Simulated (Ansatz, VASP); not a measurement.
**Two plane-wave programs on PbS**

INCAR

```
SYSTEM = PbS
PREC = Accurate
ENCUT = 520
EDIFF = 1E-6
ISMEAR = 0
SIGMA = 0.05
LREAL = .FALSE.
LASPH = .TRUE.
NELM = 80
ALGO = Normal
ISIF = 2
LWAVE = .FALSE.
LCHARG = .FALSE.
GGA = PS
NBANDS = 17
```

File KPOINTS:

```
regular mesh
0
G
  8 8 8
  0 0 0
```

Contents of POSCAR:

```
PbS
1.0
    3.6261164333      0.0000000000      0.0000000000
    0.0000000000      3.6261164333      0.0000000000
    0.0000000000      0.0000000000      3.6261164333
Pb S
1 1
Direct
    0.0000000000      0.0000000000      0.0000000000
    0.5000000000      0.5000000000      0.5000000000
```

Input for Ansatz:

```yaml
crystal:
  lattice:
    - [3.6261164333, 0.0, 0.0]
    - [0.0, 3.6261164333, 0.0]
    - [0.0, 0.0, 3.6261164333]
  atoms:
    - { symbol: Pb, position: [0.0, 0.0, 0.0] }
    - { symbol: S, position: [0.5, 0.5, 0.5] }
basis:
  ecutwfc: 420
  ecutrho_ratio: 4
kpoints:
  mp_grid: { grid: [8, 8, 8] }
hamiltonian:
  xc: pbesol
scf:
  occupations: { method: gaussian, width: 0.05 }
output:
  forces: true
  stress: true
  eigenvalues: true
```

Alike in both runs: task single point; functional PBEsol; k mesh 8 × 8 × 8; occupations gaussian, width 0.05 eV; no spin polarisation.

|  | VASP | Ansatz |
| --- | --- | --- |
| version | VASP 6.6.1 | Ansatz 0.2.0 |
| potentials or method | VASP PAW PBE potentials, release 64 (Pb_d, S), cutoff 520 eV | scalar-relativistic, plane waves, PAW |
| valence electrons in the cell | 20 | 20 |

|  | VASP | Ansatz | Ansatz less VASP |
| --- | --- | --- | --- |
| gap on the k mesh at the Fermi level (eV) | none | none | - |
| pressure (GPa) | -2.4 | -2.4 | +0.04 |

VASP's potentials were made for PBE, not for PBEsol. A gap of «none» marks a metal or a gap that the smearing closes.

Spin-orbit coupling is off throughout.
